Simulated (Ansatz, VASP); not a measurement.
**Hf: VASP beside Ansatz**

The input INCAR:

```
SYSTEM = Hf
ALGO = Fast
EDIFF = 1E-7
EDIFFG = -0.01
ENCUT = 600
GGA = PS
IBRION = 2
ISIF = 3
ISMEAR = 0
LASPH = .TRUE.
LCHARG = .FALSE.
LREAL = .FALSE.
LWAVE = .FALSE.
NELM = 80
NSW = 80
PREC = Accurate
SIGMA = 0.05
```

File KPOINTS:

```
k-points
0
G
  10 10 12
  0 0 0
```

The input POSCAR:

```
Hf
1.0
    4.9623295440      0.0000000000      0.0000000000
   -2.4811647720      4.2975034470      0.0000000000
    0.0000000000      0.0000000000      3.0862322500
Hf
3
Direct
    0.6666666700      0.3333333300      0.5000000000
    0.3333333300      0.6666666700      0.5000000000
    0.0000000000      0.0000000000      0.0000000000
```

Input for Ansatz:

```yaml
crystal:
  lattice:
    - [4.962329544, 0.0, 0.0]
    - [-2.481164772, 4.297503447, 0.0]
    - [0.0, 0.0, 3.08623225]
  atoms:
    - { symbol: Hf, position: [0.66666667, 0.33333333, 0.5] }
    - { symbol: Hf, position: [0.33333333, 0.66666667, 0.5] }
    - { symbol: Hf, position: [0.0, 0.0, 0.0] }
basis:
  ecutwfc: 420
  ecutrho_ratio: 4
kpoints:
  mp_grid: { grid: [10, 10, 12] }
hamiltonian:
  xc: pbesol
scf:
  occupations: { method: gaussian, width: 0.05 }
output:
  forces: true
  stress: true
  eigenvalues: true
relax:
  f_tol: 0.01
  max_steps: 60
  cell: { stress_tol: 0.04 }
```

Alike in both runs: task relaxation of cell and atoms; functional PBEsol; k mesh 10 × 10 × 12; occupations gaussian, width 0.05 eV; no spin polarisation.

|  | VASP | Ansatz |
| --- | --- | --- |
| version | VASP 6.6.1 | Ansatz 0.2.0 |
| potentials or method | VASP PAW PBE potentials, release 64 (Hf_pv), cutoff 600 eV | scalar-relativistic, plane waves, PAW |
| valence electrons in the cell | 30 | 78 |

```csv
,VASP,Ansatz,Ansatz less VASP
"gap on the k mesh at the Fermi level, each at its own relaxed structure (eV)",none,none,-
relaxed volume (Å³/atom),21.32,21.38,+0.062
relaxed length of the cell vector where the two differ most in proportion (Å),4.913,4.919,+0.0060
```

VASP's potentials were made for PBE, not for PBEsol. A gap of «none» marks a metal or a gap that the smearing closes. VASP's potentials hold 30 valence electrons a cell and Ansatz's 78, so a difference there can come from the potentials and not from the codes.

Neither program's run includes spin-orbit coupling.
